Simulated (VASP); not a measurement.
Write the native input for VASP 6.6.1 that does the following.

```
Task                   : single point
Functional             : PBEsol
Potentials or basis    : VASP PAW PBE potentials, release 64 (Ni, Si)
Cutoff                 : 520 eV
k mesh                 : 11 × 11 × 11
Occupations            : fermi-dirac, width 0.05 eV
Spin                   : no spin polarisation
Dipole correction      : no
Further INCAR settings : ALGO = Normal; EDIFF = 1e-06; NBANDS = 16
```

The structure of Si2Ni (fluorite type) lies in POSCAR:

```
Si2Ni
1.0
    0.0000000000      2.6397795394      2.6397795394
    2.6397795394      0.0000000000      2.6397795394
    2.6397795394      2.6397795394      0.0000000000
Ni Si
1 2
Direct
    0.0000000000      0.0000000000      0.0000000000
    0.2500000000      0.2500000000      0.2500000000
    0.7500000000      0.7500000000      0.7500000000
```

This cell differs from its parent crystal: volume scaled by 0.94.

These files were run (other wordings do the same):

INCAR

```
ALGO     = Normal         # electronic algorithm
EDIFF    = 1E-6           # SCF threshold, eV
ENCUT    = 520            # plane-wave cutoff, eV
GGA      = PS             # functional
ISIF     = 2              # what is computed and relaxed
ISMEAR   = -1             # smearing method
LASPH    = True           # aspherical terms in the spheres
LCHARG   = True           # write CHGCAR
LELF     = True           # ELF
LREAL    = False          # projectors in reciprocal space
LVHAR    = True         
LWAVE    = False          # write WAVECAR
NBANDS   = 16             # bands
NELM     = 100            # most SCF steps
PREC     = Accurate       # precision mode
SIGMA    = 0.05           # smearing width, eV
```

KPOINTS

```
k-points
0
Gamma
  11 11 11
```

Potentials or basis: VASP PAW PBE potentials, release 64 (Ni, Si).

The run is started by

```sh
$ cat potpaw_PBE.64/Ni/POTCAR potpaw_PBE.64/Si/POTCAR > POTCAR
$ mpirun -np 1 vasp_std > vasp.out
```

It gave:

* Pressure: 11.5 GPa
* Band gap on the k mesh: zero (band 9 reaches 13.26 eV, above the bottom of band 10 at 11.13 eV)

Caveat: the PAW data sets were made with another functional, which shifts forces and pressure a little.

Wall time 59 s on 1 thread of Intel Xeon 8259CL, on a shared host, peak memory 0.17 GiB.
